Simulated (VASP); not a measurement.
# GaSb2 (P-3m1) in VASP: further runs

Runs on GaSb2. Level: PBE. Tasks: single point, relaxation of cell and atoms.

All numbers are computed with VASP 6.6.1; they aren't measurements. Logs are shortened: lines on timing, memory, paths and dates and some standing lists are left out, and cuts for length are marked.

## Step 1: The cell of the first run

It takes space group P-3m1 (No. 164, trigonal). Conventional cell: a = 4.213 Å, b = 4.213 Å, c = 5.140 Å, α = 90.00°, β = 90.00°, γ = 120.00°. Within 3.9 Å of Ga (site symmetry -3m) lie 6 Sb at 2.93 Å. Within 3.9 Å of Sb (site symmetry 3m) lie 3 Ga at 2.93 Å and 3 Sb at 3.08 Å.

The cell was built from a structure type or drawn by symmetry, and may not be a known phase.

## Step 2: Single point, PBE

Contents of INCAR:

```
  PREC = Accurate
  ENCUT = 520
  EDIFF = 1E-7
  ISMEAR = 0
  SIGMA = 0.1
  LREAL = False
  LASPH = True
  NELM = 60
  ALGO = Normal
  ISIF = 2
  LWAVE = False
  LCHARG = False
  GGA = PE
  NBANDS = 18
```

Contents of KPOINTS:

```
regular mesh
0
Gamma
  12 12 10
```

Contents of POSCAR:

```
GaSb2
1.0
    4.2132880932      0.0000000000      0.0000000000
   -2.1066440466      3.6488145222      0.0000000000
    0.0000000000      0.0000000000      5.1401972087
Ga Sb
1 2
Direct
    0.0000000000      0.0000000000      0.5000000000
    0.3333333333      0.6666666667      0.1835851708
    0.6666666667      0.3333333333      0.8164148292
```

Potentials or basis: VASP PAW PBE potentials, release 64 (Ga_d, Sb).

Started as:

```
$ cat potpaw_PBE.64/Ga_d/POTCAR potpaw_PBE.64/Sb/POTCAR > POTCAR
$ mpirun -np 1 vasp_std > vasp.out
```

OUTCAR:

```text
PREC = Accurate
   ENCUT = 520
   EDIFF = 1E-7
   ISMEAR = 0
   LREAL = False
   LASPH = True
   NELM = 60
   ISIF = 2
   GGA = PE

 ion  position               nearest neighbor table
   1  0.000  0.000  0.500-   2 2.93   3 2.93   3 2.93   2 2.93   3 2.93   2 2.93
   2  0.333  0.667  0.184-   1 2.93   1 2.93   1 2.93   3 3.08   3 3.08   3 3.08
   3  0.667  0.333  0.816-   1 2.93   1 2.93   1 2.93   2 3.08   2 3.08   2 3.08

  LATTYP: Found a hexagonal cell.
 ALAT       =     4.2132880932
 C/A-ratio  =     1.2199966143

  Lattice vectors:

 A1 = (   4.2132880932,   0.0000000000,   0.0000000000)
 A2 = (  -2.1066440466,   3.6488145222,   0.0000000000)
 A3 = (   0.0000000000,   0.0000000000,   5.1401972087)

Analysis of symmetry for initial positions (statically):
=====================================================================
 Subroutine PRICEL returns:
 Original cell was already a primitive cell.

 Routine SETGRP: Setting up the symmetry group for a
 hexagonal supercell.

 Subroutine GETGRP returns: Found 12 space group operations
 (whereof 12 operations were pure point group operations)
 out of a pool of 24 trial point group operations.

The static configuration has the point symmetry D_3d.

Analysis of symmetry for dynamics (positions and initial velocities):
=====================================================================
 Subroutine PRICEL returns:
 Original cell was already a primitive cell.

 Routine SETGRP: Setting up the symmetry group for a
 hexagonal supercell.

 Subroutine GETGRP returns: Found 12 space group operations
 (whereof 12 operations were pure point group operations)
 out of a pool of 24 trial point group operations.

The dynamic configuration has the point symmetry D_3d.

 Subroutine INISYM returns: Found 12 space group operations
 (whereof 12 operations are pure point group operations),
 and found     1 'primitive' translations

----------------------------------------------------------------------------------------

                                     Primitive cell

  volume of cell :      79.0229

  direct lattice vectors                    reciprocal lattice vectors
     4.213288093  0.000000000  0.000000000     0.237344321  0.137030807  0.000000000
    -2.106644047  3.648814522  0.000000000     0.000000000  0.274061615  0.000000000
     0.000000000  0.000000000  5.140197209     0.000000000  0.000000000  0.194545065

  length of vectors
     4.213288093  4.213288093  5.140197209     0.274061615  0.274061615  0.194545065

  position of ions in fractional coordinates (direct lattice)
     0.000000000  0.000000000  0.500000000
     0.333333333  0.666666667  0.183585171
     0.666666667  0.333333333  0.816414829

  ion indices of the primitive-cell ions
   primitive index   ion index
                 1           1
                 2           2
                 3           3

----------------------------------------------------------------------------------------

 KPOINTS: regular mesh

Automatic generation of k-mesh.
 Grid dimensions read from file:
 generate k-points for:   12   12   10

 Generating k-lattice:

  Cartesian coordinates                     Fractional coordinates (reciprocal lattice)
     0.019778693  0.011419234  0.000000000     0.083333333  0.000000000  0.000000000
     0.000000000  0.022838468  0.000000000     0.000000000  0.083333333  0.000000000
     0.000000000  0.000000000  0.019454506     0.000000000  0.000000000  0.100000000

  Length of vectors
     0.022838468  0.022838468  0.019454506

  Shift w.r.t. Gamma in fractional coordinates (k-lattice)
     0.000000000  0.000000000  0.000000000

 Subroutine IBZKPT returns following result:
 ===========================================

 Found    162 irreducible k-points:

 Following reciprocal coordinates:
            Coordinates               Weight
  0.000000  0.000000  0.000000      1.000000
  0.083333  0.000000  0.000000      6.000000
  0.166667  0.000000  0.000000      6.000000
  0.250000  0.000000  0.000000      6.000000
  0.333333  0.000000  0.000000      6.000000
  0.416667 -0.000000  0.000000      6.000000
[... 16 lines left out ...]
  0.166667  0.000000  0.100000      6.000000
  0.000000  0.166667  0.100000      6.000000
 [... further k-points ...]
   k-points           NKPTS =    162   k-points in BZ     NKDIM =    162   number of bands    NBANDS=     18
   number of dos      NEDOS =    301   number of ions     NIONS =      3
   total plane-waves  NPLWV =  40960
   dimension x,y,z NGX =    32 NGY =   32 NGZ =   40
   dimension x,y,z NGXF=    64 NGYF=   64 NGZF=   80
   ions per type =               1   2
   NGX,Y,Z   is equivalent  to a cutoff of  12.63, 12.63, 12.94 a.u.
   NGXF,Y,Z  is equivalent  to a cutoff of  25.25, 25.25, 25.87 a.u.
 SYSTEM =  unknown system
   PREC   = accura    normal or accurate (medium, high low for compatibility)
   ISTART =      0    job   : 0-new  1-cont  2-samecut
   ICHARG =      2    charge: 1-file 2-atom 10-const
   ISPIN  =      1    spin polarized calculation?
   LNONCOLLINEAR =      F non collinear calculations
   LSORBIT =      F    spin-orbit coupling
   LASPH  =      T    aspherical Exc in radial PAW
   ENCUT  =  520.0 eV  38.22 Ry    6.18 a.u.   7.83  7.83  9.56*2*pi/ulx,y,z
   NELM   =     60;   NELMIN=  2; NELMDL= -5     # of ELM steps
   EDIFF  = 0.1E-06   stopping-criterion for ELM
   LREAL  =      F    real-space projection
   EDIFFG = 0.1E-05   stopping-criterion for IOM
   NSW    =      0    number of steps for IOM
   IBRION =     -1    ionic relax: 0-MD 1-quasi-New 2-CG
   NFREE  =      0    steps in history (QN), initial steepest desc. (CG)
   ISIF   =      2    stress and relaxation
   ISYM   =      2    0-nonsym 1-usesym 2-fastsym
   POTIM  = 0.5000    time-step for ionic-motion
   TEBEG  =    0.0;   TEEND  =   0.0 temperature during run
   PSTRESS=    0.0 pullay stress
   NELECT =      23.0000    total number of electrons
   NUPDOWN=      -1.0000    fix difference up-down
   EMIN   =  10.00;   EMAX   =-10.00  energy-range for DOS
   EFERMI =   0.00;   METHOD = LEGACY
   ISMEAR =     0;   SIGMA  =   0.10  broadening in eV -4-tet -1-fermi 0-gaus
   EFERMI_NEDOS =   21; number of points for ismear=-14 and -15
   IALGO  =     38    algorithm
   IMIX   =      4    mixing-type and parameters
     AMIX     =   0.40;   BMIX     =  1.00
     AMIX_MAG =   1.60;   BMIX_MAG =  1.00
  volume/ion in A,a.u.               =      26.34       177.76
  Fermi-wavevector in a.u.,A,eV,Ry     =   1.084925  2.050212 16.014915  1.177063
  Thomas-Fermi vector in A             =   2.221027
   LORBIT       =      0    0 simple, 1 ext, 2 COOP (PROOUT), +10 PAW based schemes
   GGA     = PE    functional components
   LHFCALC =     F    Hartree Fock is set to
   AEXX    =    0.0000 exact exchange contribution
   IVDW    =     0    specifies the selected vdW correction
   LEPSILON=     F    determine dielectric tensor
   LRPA    =     F    only Hartree local field effects (RPA)
 non-spin polarized calculation
 Gauss-broadening in eV      SIGMA  =   0.10
  energy-cutoff  :      520.00
  volume of cell :       79.02
 maximum number of plane-waves:      2149
   NGX = 15   NGY = 15   NGZ = 19

 number of electron      23.0000014 magnetization

 Free energy of the ion-electron system (eV)
  ---------------------------------------------------
  ext. energy  EPLUGINS =         0.00000000
  ---------------------------------------------------
  free energy    TOTEN  =       -11.05664443 eV

  energy without entropy =      -11.05075326  energy(sigma->0) =      -11.05369885

 E-fermi :   6.6018     XC(G=0):  -9.9313

 val. band max:        6.5683502135   @ k =   0.0833   0.0000   0.1000
 cond. band min:       6.6026368422   @ k =   0.1667   0.0000   0.4000
 fundamental gap:      0.0342866287
 Fermi energy:         6.6018148644

 k-point     1 :       0.0000    0.0000    0.0000
  band No.  band energies     occupation
      1      -8.2270      2.00000
      2      -8.2270      2.00000
      3      -8.2000      2.00000
      4      -8.1929      2.00000
      5      -8.1929      2.00000
      6      -5.4555      2.00000
[... 10 lines left out ...]
     17      11.7130      0.00000
     18      14.0708      0.00000

 k-point     2 :       0.0833    0.0000    0.0000
  band No.  band energies     occupation
      1      -8.2289      2.00000
      2      -8.2264      2.00000
      3      -8.1993      2.00000
      4      -8.1933      2.00000
      5      -8.1925      2.00000
      6      -5.3834      2.00000
[... 10 lines left out ...]
     17      11.5508      0.00000
     18      13.0902      0.00000

 k-point     3 :       0.1667    0.0000    0.0000
  band No.  band energies     occupation
      1      -8.2341      2.00000
      2      -8.2250      2.00000
      3      -8.1977      2.00000
      4      -8.1939      2.00000
      5      -8.1914      2.00000
      6      -5.1682      2.00000
[... 10 lines left out ...]
     17      11.2341      0.00000
     18      11.9823      0.00000

 k-point     4 :       0.2500    0.0000    0.0000
  band No.  band energies     occupation
      1      -8.2413      2.00000
      2      -8.2234      2.00000
      3      -8.1972      2.00000
      4      -8.1931      2.00000
      5      -8.1895      2.00000
      6      -4.8151      2.00000
[... 375 lines left out ...]
      4      -8.1933      2.00000
      5      -8.1926      2.00000
      6      -5.3337      2.00000
[... 10 lines left out ...]
     17      11.6764      0.00000
     18      12.3185      0.00000

 k-point    23 :       0.1667    0.0000    0.1000
  band No.  band energies     occupation
      1      -8.2341      2.00000
      2      -8.2252      2.00000
      3      -8.1976      2.00000
      4      -8.1939      2.00000
      5      -8.1914      2.00000
      6      -5.1187      2.00000
[... 10 lines left out ...]
     17      11.9409      0.00000
     18      12.4921      0.00000

 k-point    24 :       0.0000    0.1667    0.1000
  band No.  band energies     occupation
      1      -8.2343      2.00000
      2      -8.2249      2.00000
      3      -8.1974      2.00000
      4      -8.1940      2.00000
      5      -8.1915      2.00000
      6      -5.1190      2.00000
[... 10 lines left out ...]
     17      11.1431      0.00000
     18      11.2935      0.00000

 [... further k-points ...]

------------------------ aborting loop because EDIFF is reached ----------------------------------------

  FORCE on cell =-STRESS in cart. coord.  units (eV):
  Direction    XX          YY          ZZ          XY          YZ          ZX
  --------------------------------------------------------------------------------------
  -------------------------------------------------------------------------------------
  Total       -0.0011841     -0.0011841      0.0058745      0.0000000      0.0000000      0.0000000
  in kB       -0.0240073     -0.0240073      0.1191052      0.0000000      0.0000000      0.0000000
  external PRESSURE =       0.0236968 kB  Pullay stress =       0.0000000 kB

 VOLUME and BASIS-vectors are now :
 -----------------------------------------------------------------------------
  energy-cutoff  :      520.00
  volume of cell :       79.02
      direct lattice vectors                 reciprocal lattice vectors
     4.213288093  0.000000000  0.000000000     0.237344321  0.137030807  0.000000000
    -2.106644047  3.648814522  0.000000000     0.000000000  0.274061615  0.000000000
     0.000000000  0.000000000  5.140197209     0.000000000  0.000000000  0.194545065

 POSITION                                       TOTAL-FORCE (eV/Angst)
 -----------------------------------------------------------------------------------
      0.00000      0.00000      2.57010        -0.000000      0.000000      0.000000
     -0.00000      2.43254      0.94366        -0.000000      0.000000      0.001830
      2.10664      1.21627      4.19653         0.000000      0.000000     -0.001830
 -----------------------------------------------------------------------------------
    total drift:                               -0.000000      0.000000     -0.000000

  FREE ENERGIE OF THE ION-ELECTRON SYSTEM (eV)
  ---------------------------------------------------
  free  energy   TOTEN  =       -11.0566444304 eV

  energy  without entropy=      -11.0507532648  energy(sigma->0) =      -11.05369885
```

It took 4.1 min on 1 thread of Intel Xeon 8259CL, shared host; peak memory 0.36 GiB.

What came out:

- Free energy: -11.0566 eV
- Pressure: 0.0 GPa
- Band gap on the k mesh: zero (an odd number of electrons rules out a gap without spin polarisation)

Caveat: spin-orbit coupling is left out, which moves the levels of the heavy elements.

## Step 3: Relaxation of cell and atoms, PBE

Contents of INCAR:

```
SYSTEM = GaSb2
PREC     = Accurate       ! precision mode
ENCUT    = 600            ! plane-wave cutoff, eV
EDIFF    = 1E-6           ! SCF threshold, eV
ISMEAR   = 0              ! smearing method
SIGMA    = 0.1            ! smearing width, eV
LREAL    = .False.        ! projectors in reciprocal space
LASPH    = .True.         ! aspherical terms in the spheres
NELM     = 80             ! most SCF steps
ALGO     = Normal         ! electronic algorithm
ISIF     = 3              ! what is computed and relaxed
LWAVE    = .False.        ! write WAVECAR
LCHARG   = .False.        ! write CHGCAR
GGA      = PE             ! functional
IBRION   = 2              ! ionic algorithm
NSW      = 100            ! ionic steps
EDIFFG   = -0.01          ! ionic threshold
```

Contents of KPOINTS:

```
regular mesh
0
Gamma
  12 12 10
  0 0 0
```

Contents of POSCAR:

```
GaSb2
1.0
    4.1774845846      0.0000000000      0.0000000000
   -2.0887422923      3.6178077742      0.0000000000
    0.0000000000      0.0000000000      5.2319159999
Ga Sb
1 2
Direct
    0.0000000000      0.0000000000      0.5000000000
    0.3333333333      0.6666666667      0.1809043858
    0.6666666667      0.3333333333      0.8190956142
```

Potentials or basis: VASP PAW PBE potentials, release 64 (Ga_d, Sb).

Started as:

```
$ cat potpaw_PBE.64/Ga_d/POTCAR potpaw_PBE.64/Sb/POTCAR > POTCAR
$ mpirun -np 1 vasp_std > vasp.out
```

It took 22 min on 1 thread of Intel Xeon 8259CL, shared host; peak memory 0.44 GiB.

Results (log left out):

```yaml
Free_energy: -11.0565 eV
Relaxed_volume: 26.33 Å³/atom
Relaxed_cell: a = 4.213 Å, b = 4.213 Å, c = 5.140 Å, α = 90.00°, β = 90.00°, γ = 120.00°
Space_group_after_relaxing_to_0.1_Å: P-3m1 (No. 164)
Energy_gained_by_relaxing: 1.4 meV/atom
Ionic_steps: 10
Pressure_after_relaxing: 0.0 GPa
Band_gap_on_the_k_mesh: zero (an odd number of electrons rules out a gap without spin polarisation)
```

Step by step:
| step | energy change (eV) | largest force (eV/Å) | pressure (GPa) | volume (Å³) |
| --- | --- | --- | --- | --- |
| 1 | 0.0000 | 0.0438 | 0.05 | 79.07 |
| 2 | -0.0019 | 0.0380 | -0.04 | 79.17 |
| 3 | -0.0038 | 0.0267 | -0.18 | 79.35 |
| 4 | -0.0039 | 0.0238 | -0.16 | 79.40 |
| 5 | -0.0042 | 0.0286 | 0.06 | 78.95 |
| 6 | -0.0042 | 0.0281 | 0.04 | 78.99 |
| 7 | -0.0043 | 0.0133 | 0.07 | 78.97 |
| 8 | -0.0043 | 0.0026 | 0.06 | 78.95 |
| 9 | -0.0043 | 0.0046 | -0.08 | 79.13 |
| 10 | -0.0043 | 0.0007 | 0.04 | 79.00 |

Final structure:
```xyz
3
Lattice="4.2126 0.0000 0.0000 -2.1063 3.6483 0.0000 0.0000 0.0000 5.1403" Properties=species:S:1:pos:R:3 pbc="T T T"
Ga    0.0000    0.0000    2.5702
Sb    0.0000    2.4322    0.9439
Sb    2.1063    1.2161    4.1964
```

Levels at points of the mesh, in eV from the Fermi level:
```
           k point  band 9  band 10  band 11  band 12  band 13  band 14
(0.00, 0.00, 0.00)   -0.74    -0.74     0.28     0.28     1.29     1.40
(0.50, 0.00, 0.00)   -2.85    -2.84    -2.23    -1.85     2.23     2.60
(0.00, 0.00, 0.50)   -0.66    -0.66    -0.63     1.16     1.16     2.63
(0.50, 0.00, 0.50)   -5.24    -1.70    -0.90    -0.71    -0.33     4.01
```

Caveat: spin-orbit coupling is left out, which moves the levels of the heavy elements.
